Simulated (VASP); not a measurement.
# NaH in VASP: a series of runs, part 2 of 2

VASP 6.6.1. Earlier steps stand in the parts before.

## Step 6: Single point, PBE (strain -0.025 along x and y, -0.050 along z)

INCAR

```
SYSTEM = NaH
PREC = Accurate
ENCUT = 520
EDIFF = 1E-7
ISMEAR = 0
SIGMA = 0.05
LREAL = .FALSE.
LASPH = .TRUE.
NELM = 100
ALGO = Normal
ISIF = 2
LWAVE = .FALSE.
LCHARG = .FALSE.
GGA = PE
NBANDS = 11
```

KPOINTS

```
Automatic mesh
0
G
  10 10 10
  0 0 0
```

POSCAR

```
NaH
1.0
    2.8812459000      0.0000000000      0.0000000000
    0.0000000000      2.8812459000      0.0000000000
    0.0000000000      0.0000000000      2.8073678000
Na H
1 1
Direct
    0.0000000000      0.0000000000      0.0000000000
    0.5000000000      0.5000000000      0.5000000000
```

Potentials or basis: VASP PAW PBE potentials, release 64 (Na_pv, H).

Run with:

```bash
$ cat potpaw_PBE.64/Na_pv/POTCAR potpaw_PBE.64/H/POTCAR > POTCAR
$ mpirun -np 1 vasp_std > vasp.out
```

OUTCAR:

```text
SYSTEM = NaH
   PREC = Accurate
   ENCUT = 520
   EDIFF = 1E-7
   ISMEAR = 0
   LREAL = .FALSE.
   LASPH = .TRUE.
   NELM = 100
   ISIF = 2
   GGA = PE

 ion  position               nearest neighbor table
   1  0.000  0.000  0.000-
   2  0.500  0.500  0.500-

  LATTYP: Found a simple tetragonal cell.
 ALAT       =     2.8812459000
 C/A-ratio  =     0.9743589744

  Lattice vectors:

 A1 = (   2.8812459000,   0.0000000000,   0.0000000000)
 A2 = (   0.0000000000,   2.8812459000,   0.0000000000)
 A3 = (   0.0000000000,   0.0000000000,   2.8073678000)

Analysis of symmetry for initial positions (statically):
=====================================================================
 Subroutine PRICEL returns:
 Original cell was already a primitive cell.

 Routine SETGRP: Setting up the symmetry group for a
 simple tetragonal supercell.

 Subroutine GETGRP returns: Found 16 space group operations
 (whereof 16 operations were pure point group operations)
 out of a pool of 16 trial point group operations.

The static configuration has the point symmetry D_4h.

Analysis of symmetry for dynamics (positions and initial velocities):
=====================================================================
 Subroutine PRICEL returns:
 Original cell was already a primitive cell.

 Routine SETGRP: Setting up the symmetry group for a
 simple tetragonal supercell.

 Subroutine GETGRP returns: Found 16 space group operations
 (whereof 16 operations were pure point group operations)
 out of a pool of 16 trial point group operations.

The dynamic configuration has the point symmetry D_4h.

 Subroutine INISYM returns: Found 16 space group operations
 (whereof 16 operations are pure point group operations),
 and found     1 'primitive' translations

----------------------------------------------------------------------------------------

                                     Primitive cell

  volume of cell :      23.3056

  direct lattice vectors                    reciprocal lattice vectors
[... 116 lines left out ...]
   LEPSILON=     F    determine dielectric tensor
   LRPA    =     F    only Hartree local field effects (RPA)
 non-spin polarized calculation
 Gauss-broadening in eV      SIGMA  =   0.05
  energy-cutoff  :      520.00
  volume of cell :       23.31
 maximum number of plane-waves:       644
 NGX is ok and might be reduce to    24
   NGX = 11   NGY = 11   NGZ = 11

 number of electron       8.0000000 magnetization

 Free energy of the ion-electron system (eV)
  ---------------------------------------------------
  ext. energy  EPLUGINS =         0.00000000
  ---------------------------------------------------
  free energy    TOTEN  =        -4.74231313 eV

  energy without entropy =       -4.74231313  energy(sigma->0) =       -4.74231313

 E-fermi :   2.1638     XC(G=0):  -8.5230

 val. band max:        1.8710056947   @ k =   0.5000   0.5000   0.5000
 cond. band min:       2.8152958346   @ k =   0.5000   0.0000   0.0000
 fundamental gap:      0.9442901399
 Fermi energy:         2.1637508802

 k-point     1 :       0.0000    0.0000    0.0000
  band No.  band energies     occupation
      1     -22.7396      2.00000
      2     -22.7396      2.00000
      3     -22.7317      2.00000
      4      -4.5539      2.00000
      5      11.3387      0.00000
      6      12.9908      0.00000
      7      13.5449      0.00000
      8      14.7896      0.00000
      9      14.7896      0.00000
     10      15.7261      0.00000
     11      28.4521      0.00000
[... 309 lines left out ...]
 k-point    24 :       0.2000    0.0000    0.1000
  band No.  band energies     occupation
      1     -22.8154      2.00000
      2     -22.7508      2.00000
      3     -22.7304      2.00000
      4      -3.7353      2.00000
      5       7.7276      0.00000
      6      11.4629      0.00000
      7      13.3035      0.00000
      8      15.3887      0.00000
      9      18.4399      0.00000
     10      20.7333      0.00000
     11      22.9530      0.00000

 [... further k-points ...]

------------------------ aborting loop because EDIFF is reached ----------------------------------------

  FORCE on cell =-STRESS in cart. coord.  units (eV):
  Direction    XX          YY          ZZ          XY          YZ          ZX
  --------------------------------------------------------------------------------------
  -------------------------------------------------------------------------------------
  Total        0.3065258      0.3065258      0.7948726      0.0000000      0.0000000      0.0000000
  in kB       21.0725747     21.0725747     54.6447159      0.0000000      0.0000000      0.0000000
  external PRESSURE =      32.2632884 kB  Pullay stress =       0.0000000 kB

 VOLUME and BASIS-vectors are now :
 -----------------------------------------------------------------------------
  energy-cutoff  :      520.00
  volume of cell :       23.31
      direct lattice vectors                 reciprocal lattice vectors
     2.881245900  0.000000000  0.000000000     0.347072077  0.000000000  0.000000000
     0.000000000  2.881245900  0.000000000     0.000000000  0.347072077  0.000000000
     0.000000000  0.000000000  2.807367800     0.000000000  0.000000000  0.356205553

 POSITION                                       TOTAL-FORCE (eV/Angst)
 -----------------------------------------------------------------------------------
      0.00000      0.00000      0.00000         0.000000      0.000000      0.000000
      1.44062      1.44062      1.40368         0.000000      0.000000      0.000000
 -----------------------------------------------------------------------------------
    total drift:                                0.000000      0.000000      0.000000

  FREE ENERGIE OF THE ION-ELECTRON SYSTEM (eV)
  ---------------------------------------------------
  free  energy   TOTEN  =        -4.7423131331 eV

  energy  without entropy=       -4.7423131331  energy(sigma->0) =       -4.74231313
```

stdout:

```text
POSCAR found type information on POSCAR NaH
 POSCAR found :  2 types and       2 ions
 scaLAPACK will be used
 LDA part: xc-table for (Slater+PW92), standard interpolation
 POSCAR, INCAR and KPOINTS ok, starting setup
 FFT: planning ... GRIDC
 FFT: planning ... GRID_SOFT
 FFT: planning ... GRID
 WAVECAR not read
 entering main loop
```

Wall time 30 s (1 thread of Intel Xeon 8259CL, shared host); peak memory 0.15 GiB.

What came out:

```yaml
Free_energy: -4.7423 eV
Pressure: 3.2 GPa
Band_gap_on_the_k_mesh: 0.94 eV (least direct gap 4.71 eV)
```

Stress tensor (GPa, compression positive):
```
2.11 0.00 0.00
0.00 2.11 0.00
0.00 0.00 5.46
```

Levels at points of the mesh, in eV from the valence-band top:
```csv
k point,band 2,band 3,band 4,band 5,band 6,band 7
"(0.00, 0.00, 0.00)",-24.61,-24.60,-6.42,9.47,11.12,11.67
"(0.50, 0.00, 0.00)",-24.59,-24.58,-3.76,0.94,11.81,14.84
"(0.50, 0.50, 0.00)",-24.79,-24.57,-2.05,4.29,4.29,7.17
"(0.00, 0.00, 0.50)",-24.59,-24.59,-3.58,1.20,11.62,14.80
"(0.50, 0.00, 0.50)",-24.79,-24.57,-1.89,4.50,4.54,7.40
"(0.50, 0.50, 0.50)",-24.76,-24.76,0.00,6.99,6.99,7.10
```

Caveat: the cell differs from its parent crystal (strain -0.025 along x and y, -0.050 along z); the cell stands under pressure. A k mesh can miss the band edges.

## Step 7: Overview

| cell | gap on the mesh (eV) | pressure (GPa) |
| --- | --- | --- |
| a = 3.029 Å, 2 atoms | 1.03 | -1.4 |
| a = 3.103 Å, 2 atoms | 1.04 | -2.6 |
| a = 2.807, b = 2.807, c = 2.881 Å, 2 atoms | 0.86 | 4.2 |
| a = 2.807, b = 2.807, c = 2.955 Å, 2 atoms | 0.68 | 3.2 |
| a = 2.881, b = 2.881, c = 2.807 Å, 2 atoms | 0.94 | 3.2 |

Alike in all rows: task single point; level PBE; potentials or basis VASP PAW PBE potentials, release 64 (Na_pv, H); no spin polarisation; k mesh 10 × 10 × 10; cutoff (eV) 520; smearing gaussian 0.05 eV.

Caveats: the cell stands under pressure (at least some runs).

Total energies depend on the potentials used, so only differences within one code and one set of settings carry meaning.
